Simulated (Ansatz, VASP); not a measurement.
Na: VASP beside Ansatz

Contents of INCAR:

```
PREC     = Accurate       # precision mode
ENCUT    = 520            # plane-wave cutoff, eV
EDIFF    = 1E-8           # SCF threshold, eV
ISMEAR   = -1             # smearing method
SIGMA    = 0.05           # smearing width, eV
LREAL    = F              # projectors in reciprocal space
LASPH    = T              # aspherical terms in the spheres
NELM     = 80             # most SCF steps
ALGO     = Normal         # electronic algorithm
ISIF     = 2              # what is computed and relaxed
LWAVE    = F              # write WAVECAR
LCHARG   = F              # write CHGCAR
GGA      = PE             # functional
LEFG     = T            
NBANDS   = 10             # bands
```

The input KPOINTS:

```
Automatic mesh
0
Gamma
  12 12 12
```

File POSCAR:

```
Na
1.0
   -2.1598500000      2.1175000000      2.1175000000
    2.1175000000     -2.1598500000      2.1175000000
    2.1175000000      2.1175000000     -2.1598500000
Na
1
Direct
    0.0000000000      0.0000000000      0.0000000000
```

Input for Ansatz:

```yaml
crystal:
  lattice:
    - [-2.15985, 2.1175, 2.1175]
    - [2.1175, -2.15985, 2.1175]
    - [2.1175, 2.1175, -2.15985]
  atoms:
    - { symbol: Na, position: [0.0, 0.0, 0.0] }
kpoints:
  mp_grid: { grid: [12, 12, 12] }
scf:
  occupations: { method: fermi_dirac, width: 0.05 }
hamiltonian:
  xc: pbe
  pseudopotentials: { kind: all_electron, datasets: crystal }
output:
  forces: true
  stress: true
  eigenvalues: true
  efg: { contact_densities: true }
```

Change from the starting cell: equal xy, yz and zx shear strains of -2 %, crystal datasets.

Alike in both runs: task electric field gradients; functional PBE; k mesh 12 × 12 × 12; occupations fermi-dirac, width 0.05 eV; no spin polarisation.

```csv
,VASP,Ansatz
version,VASP 6.6.1,Ansatz 0.2.0
potentials or method,"VASP PAW PBE potentials, release 64 (Na_pv), cutoff 520 eV","all-electron PAW with datasets made for the crystal, scalar-relativistic"
```

|  | VASP | Ansatz | Ansatz less VASP |
| --- | --- | --- | --- |
| pressure (GPa) | -0.2 | -0.2 | +0.01 |
| traceless stress, the component that is largest in VASP (GPa) | 0.09 | 0.09 | -0.001 |
| size of Vzz on the site where it differs most (V/Å²) | 0.5 | 0.5 | +0.01 |

Ansatz ran all-electron here, and VASP with PAW potentials.
